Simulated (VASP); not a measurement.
# Al5InAs6 (P3m1) in VASP: single point with PBEsol

Aim: the single point of Al5InAs6 with PBEsol.

Program: VASP 6.6.1. These are calculated values, not measurements. Logs are shortened: lines on timing, memory, paths and dates and some standing lists are left out, and cuts for length are marked.

### Step 1. The cell of the first run

Symmetry: P3m1, No. 156, trigonal system. Conventional cell: a = 4.091 Å, b = 4.091 Å, c = 20.219 Å, α = 90.00°, β = 90.00°, γ = 120.00°. Within 3.3 Å of Al (site symmetry 3m) lie 4 As at 2.49 to 2.50 Å. Within 3.3 Å of Al (site symmetry 3m) lie 4 As at 2.47 to 2.50 Å. Al (site symmetry 3m) has 4 As at 2.49 Å within 3.3 Å. Within 3.3 Å of Al (site symmetry 3m) lie 4 As at 2.49 to 2.50 Å. Al (site symmetry 3m) has 4 As at 2.49 to 2.50 Å within 3.3 Å. Within 3.4 Å of In (site symmetry 3m) lie 4 As at 2.59 to 2.67 Å. As (site symmetry 3m) has 4 Al at 2.49 to 2.50 Å within 3.3 Å. As (site symmetry 3m) has 1 Al at 2.47 Å and 3 In at 2.59 Å within 3.3 Å.

### Step 2. Single point, PBEsol

The input, INCAR:

```
SYSTEM = Al5InAs6
  PREC = Accurate
  ENCUT = 520
  EDIFF = 1E-7
  ISMEAR = 0
  SIGMA = 0.02
  LREAL = .False.
  LASPH = .True.
  NELM = 80
  ALGO = Normal
  ISIF = 2
  LWAVE = .False.
  LCHARG = .False.
  GGA = PS
  NBANDS = 41
```

The input, KPOINTS:

```
regular mesh
0
Gamma
  12 12 2
  0 0 0
```

The input, POSCAR:

```
Al5InAs6
1.0
    4.0914712011      0.0000000000      0.0000000000
   -2.0457356006      3.5433179990      0.0000000000
    0.0000000000      0.0000000000     20.2185019000
Al In As
5 1 6
Direct
    0.6666666667      0.3333333333      0.1668170000
    0.6666666667      0.3333333333      0.4933670000
    0.6666666667      0.3333333333      0.8398800000
    0.3333333333      0.6666666667      0.0034040000
    0.3333333333      0.6666666667      0.3302570000
    0.3333333333      0.6666666667      0.6682430000
    0.6666666667      0.3333333333      0.2899900000
    0.6666666667      0.3333333333      0.6156930000
    0.6666666667      0.3333333333      0.9631460000
    0.3333333333      0.6666666667      0.1265760000
    0.3333333333      0.6666666667      0.4534420000
    0.3333333333      0.6666666667      0.8001850000
```

Potentials or basis: VASP PAW PBE potentials, release 64 (Al, In_d, As).

Started as:

```bash
> cat potpaw_PBE.64/Al/POTCAR potpaw_PBE.64/In_d/POTCAR potpaw_PBE.64/As/POTCAR > POTCAR
> mpirun -np 1 vasp_std > vasp.out
```

OUTCAR:

```text
SYSTEM = Al5InAs6
   PREC = Accurate
   ENCUT = 520
   EDIFF = 1E-7
   ISMEAR = 0
   LREAL = .False.
   LASPH = .True.
   NELM = 80
   ISIF = 2
   GGA = PS

 ion  position               nearest neighbor table
   1  0.667  0.333  0.167-   7 2.49  10 2.50  10 2.50  10 2.50
   2  0.667  0.333  0.493-   8 2.47  11 2.50  11 2.50  11 2.50
   3  0.667  0.333  0.840-   9 2.49  12 2.49  12 2.49  12 2.49
   4  0.333  0.667  0.003-  10 2.49   9 2.50   9 2.50   9 2.50
   5  0.333  0.667  0.330-  11 2.49   7 2.50   7 2.50   7 2.50
   6  0.333  0.667  0.668-   8 2.59   8 2.59   8 2.59  12 2.67
   7  0.667  0.333  0.290-   1 2.49   5 2.50   5 2.50   5 2.50
   8  0.667  0.333  0.616-   2 2.47   6 2.59   6 2.59   6 2.59
   9  0.667  0.333  0.963-   3 2.49   4 2.50   4 2.50   4 2.50
  10  0.333  0.667  0.127-   4 2.49   1 2.50   1 2.50   1 2.50
  11  0.333  0.667  0.453-   5 2.49   2 2.50   2 2.50   2 2.50
  12  0.333  0.667  0.800-   3 2.49   3 2.49   3 2.49   6 2.67

  LATTYP: Found a hexagonal cell.
 ALAT       =     4.0914712011
 C/A-ratio  =     4.9416214624

  Lattice vectors:

 A1 = (   4.0914712011,   0.0000000000,   0.0000000000)
 A2 = (  -2.0457356006,   3.5433179990,   0.0000000000)
 A3 = (   0.0000000000,   0.0000000000,  20.2185019000)

Analysis of symmetry for initial positions (statically):
=====================================================================
 Subroutine PRICEL returns:
 Original cell was already a primitive cell.

 Routine SETGRP: Setting up the symmetry group for a
 hexagonal supercell.

 Subroutine GETGRP returns: Found  6 space group operations
 (whereof  6 operations were pure point group operations)
 out of a pool of 24 trial point group operations.

The static configuration has the point symmetry C_3v.

Analysis of symmetry for dynamics (positions and initial velocities):
=====================================================================
 Subroutine PRICEL returns:
 Original cell was already a primitive cell.

 Routine SETGRP: Setting up the symmetry group for a
 hexagonal supercell.

 Subroutine GETGRP returns: Found  6 space group operations
 (whereof  6 operations were pure point group operations)
 out of a pool of 24 trial point group operations.

The dynamic configuration has the point symmetry C_3v.

 Subroutine INISYM returns: Found  6 space group operations
 (whereof  6 operations are pure point group operations),
 and found     1 'primitive' translations

----------------------------------------------------------------------------------------

                                     Primitive cell

  volume of cell :     293.1154

  direct lattice vectors                    reciprocal lattice vectors
     4.091471201  0.000000000  0.000000000     0.244410861  0.141110677  0.000000000
    -2.045735601  3.543317999  0.000000000     0.000000000  0.282221353  0.000000000
     0.000000000  0.000000000 20.218501900     0.000000000  0.000000000  0.049459649

  length of vectors
     4.091471201  4.091471201 20.218501900     0.282221353  0.282221353  0.049459649

  position of ions in fractional coordinates (direct lattice)
     0.666666667  0.333333333  0.166817000
     0.666666667  0.333333333  0.493367000
     0.666666667  0.333333333  0.839880000
     0.333333333  0.666666667  0.003404000
     0.333333333  0.666666667  0.330257000
     0.333333333  0.666666667  0.668243000
     0.666666667  0.333333333  0.289990000
     0.666666667  0.333333333  0.615693000
     0.666666667  0.333333333  0.963146000
     0.333333333  0.666666667  0.126576000
     0.333333333  0.666666667  0.453442000
     0.333333333  0.666666667  0.800185000

  ion indices of the primitive-cell ions
   primitive index   ion index
                 1           1
                 2           2
                 3           3
                 4           4
                 5           5
                 6           6
                 7           7
                 8           8
                 9           9
                10          10
                11          11
                12          12

----------------------------------------------------------------------------------------

 KPOINTS: regular mesh

Automatic generation of k-mesh.
 Grid dimensions read from file:
 generate k-points for:   12   12    2

 Generating k-lattice:

  Cartesian coordinates                     Fractional coordinates (reciprocal lattice)
     0.020367572  0.011759223  0.000000000     0.083333333  0.000000000  0.000000000
     0.000000000  0.023518446  0.000000000     0.000000000  0.083333333  0.000000000
     0.000000000  0.000000000  0.024729824     0.000000000  0.000000000  0.500000000

  Length of vectors
     0.023518446  0.023518446  0.024729824

  Shift w.r.t. Gamma in fractional coordinates (k-lattice)
     0.000000000  0.000000000  0.000000000

 Subroutine IBZKPT returns following result:
 ===========================================

 Found     38 irreducible k-points:

 Following reciprocal coordinates:
            Coordinates               Weight
  0.000000  0.000000  0.000000      1.000000
  0.083333  0.000000  0.000000      6.000000
  0.166667  0.000000  0.000000      6.000000
  0.250000 -0.000000  0.000000      6.000000
  0.333333  0.000000  0.000000      6.000000
  0.416667  0.000000  0.000000      6.000000
[... 16 lines left out ...]
  0.250000 -0.000000  0.500000      6.000000
  0.333333  0.000000  0.500000      6.000000
 [... further k-points ...]
   k-points           NKPTS =     38   k-points in BZ     NKDIM =     38   number of bands    NBANDS=     41
   number of dos      NEDOS =    301   number of ions     NIONS =     12
   total plane-waves  NPLWV = 135000
   dimension x,y,z NGX =    30 NGY =   30 NGZ =  150
   dimension x,y,z NGXF=    60 NGYF=   60 NGZF=  300
   ions per type =               5   1   6
   NGX,Y,Z   is equivalent  to a cutoff of  12.19, 12.19, 12.33 a.u.
   NGXF,Y,Z  is equivalent  to a cutoff of  24.38, 24.38, 24.67 a.u.
 SYSTEM =  Al5InAs6
   PREC   = accura    normal or accurate (medium, high low for compatibility)
   ISTART =      0    job   : 0-new  1-cont  2-samecut
   ICHARG =      2    charge: 1-file 2-atom 10-const
   ISPIN  =      1    spin polarized calculation?
   LNONCOLLINEAR =      F non collinear calculations
   LSORBIT =      F    spin-orbit coupling
   LASPH  =      T    aspherical Exc in radial PAW
   ENCUT  =  520.0 eV  38.22 Ry    6.18 a.u.   7.61  7.61 37.59*2*pi/ulx,y,z
   NELM   =     80;   NELMIN=  2; NELMDL= -5     # of ELM steps
   EDIFF  = 0.1E-06   stopping-criterion for ELM
   LREAL  =      F    real-space projection
   EDIFFG = 0.1E-05   stopping-criterion for IOM
   NSW    =      0    number of steps for IOM
   IBRION =     -1    ionic relax: 0-MD 1-quasi-New 2-CG
   NFREE  =      0    steps in history (QN), initial steepest desc. (CG)
   ISIF   =      2    stress and relaxation
   ISYM   =      2    0-nonsym 1-usesym 2-fastsym
   POTIM  = 0.5000    time-step for ionic-motion
   TEBEG  =    0.0;   TEEND  =   0.0 temperature during run
   PSTRESS=    0.0 pullay stress
   NELECT =      58.0000    total number of electrons
   NUPDOWN=      -1.0000    fix difference up-down
   EMIN   =  10.00;   EMAX   =-10.00  energy-range for DOS
   EFERMI =   0.00;   METHOD = LEGACY
   ISMEAR =     0;   SIGMA  =   0.02  broadening in eV -4-tet -1-fermi 0-gaus
   EFERMI_NEDOS =   21; number of points for ismear=-14 and -15
   IALGO  =     38    algorithm
   IMIX   =      4    mixing-type and parameters
     AMIX     =   0.40;   BMIX     =  1.00
     AMIX_MAG =   1.60;   BMIX_MAG =  1.00
  volume/ion in A,a.u.               =      24.43       164.84
  Fermi-wavevector in a.u.,A,eV,Ry     =   0.953977  1.802755 12.382286  0.910072
  Thomas-Fermi vector in A             =   2.082682
   LORBIT       =      0    0 simple, 1 ext, 2 COOP (PROOUT), +10 PAW based schemes
   GGA     = PS    functional components
   LHFCALC =     F    Hartree Fock is set to
   AEXX    =    0.0000 exact exchange contribution
   IVDW    =     0    specifies the selected vdW correction
   LEPSILON=     F    determine dielectric tensor
   LRPA    =     F    only Hartree local field effects (RPA)
 non-spin polarized calculation
 Gauss-broadening in eV      SIGMA  =   0.02
  energy-cutoff  :      520.00
  volume of cell :      293.12
 maximum number of plane-waves:      7953
   NGX = 15   NGY = 15   NGZ = 75

 number of electron      58.0000008 magnetization

 Free energy of the ion-electron system (eV)
  ---------------------------------------------------
  ext. energy  EPLUGINS =         0.00000000
  ---------------------------------------------------
  free energy    TOTEN  =       -58.55074792 eV

  energy without entropy =      -58.55074792  energy(sigma->0) =      -58.55074792

 E-fermi :   4.1814     XC(G=0):  -9.0618

 val. band max:        4.0458588964   @ k =   0.0000   0.0000   0.0000
 cond. band min:       4.9075290558   @ k =   0.0000   0.0000   0.0000
 fundamental gap:      0.8616701594
 Fermi energy:         4.1814287773

 k-point     1 :       0.0000    0.0000    0.0000
  band No.  band energies     occupation
      1     -10.3179      2.00000
      2     -10.2642      2.00000
      3     -10.2642      2.00000
      4     -10.1444      2.00000
      5     -10.1444      2.00000
      6      -8.1009      2.00000
[... 33 lines left out ...]
     40       7.8319      0.00000
     41       7.8663      0.00000

 k-point     2 :       0.0833    0.0000    0.0000
  band No.  band energies     occupation
      1     -10.3225      2.00000
      2     -10.2656      2.00000
      3     -10.2603      2.00000
      4     -10.1470      2.00000
      5     -10.1439      2.00000
      6      -8.0430      2.00000
[... 957 lines left out ...]
     40       8.3527      0.00000
     41       8.5551      0.00000

 k-point    24 :       0.3333    0.0000    0.5000
  band No.  band energies     occupation
      1     -10.4012      2.00000
      2     -10.2455      2.00000
      3     -10.2283      2.00000
      4     -10.1664      2.00000
      5     -10.1301      2.00000
      6      -7.2758      2.00000
[... 33 lines left out ...]
     40       8.4254      0.00000
     41       8.6025      0.00000

 [... further k-points ...]

------------------------ aborting loop because EDIFF is reached ----------------------------------------

  FORCE on cell =-STRESS in cart. coord.  units (eV):
  Direction    XX          YY          ZZ          XY          YZ          ZX
  --------------------------------------------------------------------------------------
  -------------------------------------------------------------------------------------
  Total       -3.3635697     -3.3635697     -3.4536063      0.0000000      0.0000000     -0.0000000
  in kB      -18.3853718    -18.3853718    -18.8775143      0.0000000      0.0000000     -0.0000000
  external PRESSURE =     -18.5494193 kB  Pullay stress =       0.0000000 kB

 VOLUME and BASIS-vectors are now :
 -----------------------------------------------------------------------------
  energy-cutoff  :      520.00
  volume of cell :      293.12
      direct lattice vectors                 reciprocal lattice vectors
     4.091471201  0.000000000  0.000000000     0.244410861  0.141110677  0.000000000
    -2.045735601  3.543317999  0.000000000     0.000000000  0.282221353  0.000000000
     0.000000000  0.000000000 20.218501900     0.000000000  0.000000000  0.049459649

 POSITION                                       TOTAL-FORCE (eV/Angst)
 -----------------------------------------------------------------------------------
      2.04574      1.18111      3.37279         0.000000     -0.000000     -0.002961
      2.04574      1.18111      9.97514        -0.000000      0.000000     -0.006144
      2.04574      1.18111     16.98112        -0.000000      0.000000     -0.011415
     -0.00000      2.36221      0.06882         0.000000     -0.000000     -0.002943
     -0.00000      2.36221      6.67730        -0.000000     -0.000000     -0.003113
     -0.00000      2.36221     13.51087         0.000000     -0.000000     -0.042669
      2.04574      1.18111      5.86316         0.000000     -0.000000      0.002828
      2.04574      1.18111     12.44839        -0.000000     -0.000000      0.129727
      2.04574      1.18111     19.47337        -0.000000      0.000000      0.002275
     -0.00000      2.36221      2.55918        -0.000000     -0.000000      0.003253
     -0.00000      2.36221      9.16792        -0.000000     -0.000000      0.004970
     -0.00000      2.36221     16.17854         0.000000     -0.000000     -0.073808
 -----------------------------------------------------------------------------------
    total drift:                               -0.000000     -0.000000      0.001319

  FREE ENERGIE OF THE ION-ELECTRON SYSTEM (eV)
  ---------------------------------------------------
  free  energy   TOTEN  =       -58.5507479150 eV

  energy  without entropy=      -58.5507479150  energy(sigma->0) =      -58.55074792
```

Run time: 11 min. Hardware: 1 thread of AMD EPYC 9755, shared host; peak memory 0.56 GiB.

Results:

```
Free energy            : -58.5507 eV
Pressure               : -1.9 GPa
Largest force          : 0.130 eV/Å
Band gap on the k mesh : 0.86 eV
```

Forces in eV/Å, atoms in the order of the input:
```
Al   0.000  0.000 -0.003
Al   0.000  0.000 -0.006
Al   0.000  0.000 -0.011
Al   0.000  0.000 -0.003
Al   0.000  0.000 -0.003
In   0.000  0.000 -0.043
As   0.000  0.000  0.003
As   0.000  0.000  0.130
As   0.000  0.000  0.002
As   0.000  0.000  0.003
As   0.000  0.000  0.005
As   0.000  0.000 -0.074
```

Levels at points of the mesh, in eV from the valence-band top:
```tsv
k point	band 26	band 27	band 28	band 29	band 30	band 31	band 32	band 33
(0.00, 0.00, 0.00)	-0.62	-0.55	0.00	0.00	0.86	1.00	1.29	1.55
(0.50, 0.00, 0.00)	-1.78	-1.76	-1.59	-1.13	1.00	1.15	1.24	1.41
(0.00, 0.00, 0.50)	-0.59	-0.59	0.00	0.00	1.01	1.21	1.48	1.63
(0.50, 0.00, 0.50)	-2.04	-1.93	-1.48	-1.16	1.20	1.23	1.33	1.49
```

Caveat: the PAW data sets were made with another functional, which shifts forces and pressure a little; spin-orbit coupling is left out, which moves the levels of the heavy elements.
